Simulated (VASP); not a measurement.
Runs of VASP 6.6.1 on TaF3. The structure is that of space group Pm-3m (No. 221), or close to it. The cells are those of the table. 

```csv
cell,gap on the mesh (eV),pressure (GPa)
"a = 3.901, b = 3.901, c = 4.018 Å, 4 atoms",none,15.5
"a = 3.960, b = 3.960, c = 3.843 Å, 4 atoms",none,18.3
"a = 4.018, b = 4.018, c = 3.784 Å, 4 atoms",none,(b)
"a = 3.960, b = 3.960, c = 3.784 Å, 4 atoms",none,21.9
"a = 3.901, b = 3.901, c = 3.960 Å, 4 atoms",none,(a)
```

Alike in all rows: task single point; level PBEsol; potentials or basis VASP PAW PBE potentials, release 64 (Ta_pv, F); no spin polarisation; k mesh 12 × 12 × 12; cutoff (eV) 520; smearing gaussian 0.15 eV.

Fill in the values left out.

(a) 18.0; (b) 16.7.

Caveats: the PAW data sets were made with another functional, which shifts forces and pressure a little; spin-orbit coupling is left out, which moves the levels of the heavy elements; the stress differs along the axes, from 8 to 19 GPa (at least some runs); the stress differs along the axes, from 14 to 27 GPa (at least some runs); the stress differs along the axes, from 8 to 34 GPa (at least some runs); the stress differs along the axes, from 15 to 36 GPa (at least some runs); the stress differs along the axes, from 14 to 20 GPa (at least some runs).

A k mesh can miss the band edges, and the runs leave out spin-orbit coupling on Ta.

A gap of «none» marks levels without a gap at the run's occupations.
